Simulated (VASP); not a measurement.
Set up this calculation in VASP 6.6.1, as the native input.

| Property | Result |
| --- | --- |
| Task | single point |
| Functional | PBE |
| Potentials or basis | VASP PAW PBE potentials, release 64 (Ti_sv, O) |
| Cutoff | 520 eV |
| k mesh | 13 × 13 × 13 |
| Occupations | fermi-dirac, width 0.08 eV |
| Spin | no spin polarisation |
| Dipole correction | no |
| Further INCAR settings | ALGO = Normal; EDIFF = 1e-06; NBANDS = 33 |

The structure of TiO2 lies in POSCAR:

```
TiO2
1.0
   -1.8925000000      1.8925000000      4.8521400000
    1.8925000000     -1.8925000000      4.8521400000
    1.8925000000      1.8925000000     -4.8521400000
Ti O
2 4
Direct
    0.0000000000      0.0000000000      0.0000000000
    0.7500000000      0.2500000000      0.5000000000
    0.2066000000      0.2066000000      0.0000000000
    0.9566000000      0.4566000000      0.5000000000
    0.5434000000      0.0434000000      0.5000000000
    0.7934000000      0.7934000000      0.0000000000
```

This cell differs from its parent crystal: zz strain of +2 %.

These files were run (other wordings do the same):

INCAR

```
SYSTEM = TiO2
PREC = Accurate
ENCUT = 520
EDIFF = 1E-6
ISMEAR = -1
SIGMA = 0.08
LREAL = .FALSE.
LASPH = .TRUE.
NELM = 80
ALGO = Normal
ISIF = 2
LWAVE = .FALSE.
LCHARG = .FALSE.
GGA = PE
NBANDS = 33
```

KPOINTS

```
regular mesh
0
G
  13 13 13
  0 0 0
```

Potentials or basis: VASP PAW PBE potentials, release 64 (Ti_sv, O).

The run is started by

```sh
$ cat potpaw_PBE.64/Ti_sv/POTCAR potpaw_PBE.64/O/POTCAR > POTCAR
$ mpirun -np 1 vasp_std > vasp.out
```

It gave:

The pressure is 2.0 GPa and the largest force is 0.013 eV/Å. The band gap on the k mesh is 2.13 eV, indirect (least direct gap 2.43 eV).

Caveat: the cell differs from its parent crystal (zz strain of +2 %).

Wall time 17 min on 1 thread of Oxide Virtual Turin-like Processor, on a shared host, peak memory 0.47 GiB.
